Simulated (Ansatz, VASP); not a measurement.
# MgO: VASP beside Ansatz

```
CELL_PARAMETERS angstrom
2.82888 0.00000 0.00000
0.00000 2.82888 0.00000
0.00000 0.00000 5.07290
ATOMIC_POSITIONS crystal
Mg 0.00000 0.00000 0.00000
O 0.50000 0.50000 0.00000
```

Alike in both runs: task relaxation of cell and atoms; functional PBE; k mesh 10 × 10 × 6; occupations gaussian, width 0.02 eV; no spin polarisation.

```csv
,VASP,Ansatz
version,VASP 6.6.1,Ansatz 0.2.0
potentials or method,"VASP PAW PBE potentials, release 64 (Mg_sv, O), cutoff 750 eV","scalar-relativistic, plane waves, PAW"
valence electrons in the cell,16,16
```

Ansatz gave:

- gap on the k mesh at the Fermi level, each at its own relaxed structure (eV): 2.28
- relaxed volume (Å³/atom): 20.30
- relaxed length of the cell vector where the two differ most in proportion (Å): 5.073

Q: What did VASP give for the same quantities?

A: gap on the k mesh at the Fermi level, each at its own relaxed structure (eV): 2.12; relaxed volume (Å³/atom): 18.17; relaxed length of the cell vector where the two differ most in proportion (Å): 4.543.

One of these differences is far larger than is usual between the two programs; its cause wasn't traced.
